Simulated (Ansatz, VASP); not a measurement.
# CuGe4: VASP beside Ansatz

Contents of INCAR:

```
SYSTEM = CuGe4
PREC = Accurate ; ENCUT = 520
EDIFF = 1E-6 ; ISMEAR = 0
SIGMA = 0.1 ; LREAL = .False.
LASPH = .True. ; NELM = 100
ALGO = Normal ; ISIF = 2
LWAVE = .False. ; LCHARG = .False.
LDIPOL = .True. ; IDIPOL = 3
DIPOL = 0.5 0.5 0.328 ; GGA = PE
IVDW = 12 ; NBANDS = 42
```

The input KPOINTS:

```
regular mesh
0
Gamma
  9 9 1
  0 0 0
```

File POSCAR:

```
CuGe4
1.0
    4.0303587907      0.0000000000      0.0000000000
   -2.0151793953      3.4903930991      0.0000000000
    0.0000000000      0.0000000000     21.5984135941
Ge Cu
4 1
Direct
    0.3333333333      0.6666666667      0.1851987871
    0.0000000000      0.0000000000      0.2232892486
    0.0000000000      0.0000000000      0.3443139717
    0.6666666667      0.3333333333      0.3795840634
    1.1111111111      0.5555555556      0.5092232143
```

Input for Ansatz:

```yaml
crystal:
  lattice:
    - [4.0303587933, 0.0, 0.0]
    - [-2.0151793967, 3.4903931014, 0.0]
    - [0.0, 0.0, 21.5984134729]
  atoms:
    - { symbol: Ge, position: [0.3333333333, 0.6666666667, 0.1851987881] }
    - { symbol: Ge, position: [0.0, 0.0, 0.2232892499] }
    - { symbol: Ge, position: [0.0, 0.0, 0.3443139757] }
    - { symbol: Ge, position: [0.6666666667, 0.3333333333, 0.3795840599] }
    - { symbol: Cu, position: [1.1111111111, 0.5555555556, 0.5092232115] }
basis:
  ecutwfc: 420
kpoints:
  mp_grid: { grid: [9, 9, 1] }
hamiltonian:
  xc: pbe
  pseudopotentials: { kind: paw, azcp: { folder: soft_1 } }
  dispersion: d3bj
scf:
  occupations: { method: gaussian, width: 0.1 }
output:
  forces: true
  eigenvalues: true
efield:
  axis: 3
  dipole_correction: true
  ramp_width: 0.04
```

Alike in both runs: task single point; functional PBE; dispersion D3(BJ); k mesh 9 × 9 × 1; occupations gaussian, width 0.1 eV; no spin polarisation.

|  | VASP | Ansatz |
| --- | --- | --- |
| version | VASP 6.6.1 | Ansatz 0.2.0 |
| potentials or method | VASP PAW PBE potentials, release 64 (Ge_d, Cu), cutoff 520 eV | scalar-relativistic, plane waves, PAW |
| valence electrons in the cell | 67 | 75 |

VASP gave:

| Quantity | Value |
| --- | --- |
| gap on the k mesh at the Fermi level (eV) | none |
| rms of the force components (eV/Å) | 0.341 |

Task: Estimate Ansatz's values.

Result: gap on the k mesh at the Fermi level (eV): none; rms of the force components (eV/Å): 0.342.

Atom by atom the forces differ by 0.001 eV/Å (rms over components). A gap of «none» marks a metal or a gap that the smearing closes. VASP's potentials hold 67 valence electrons a cell and Ansatz's 75, so a difference there can come from the potentials and not from the codes.
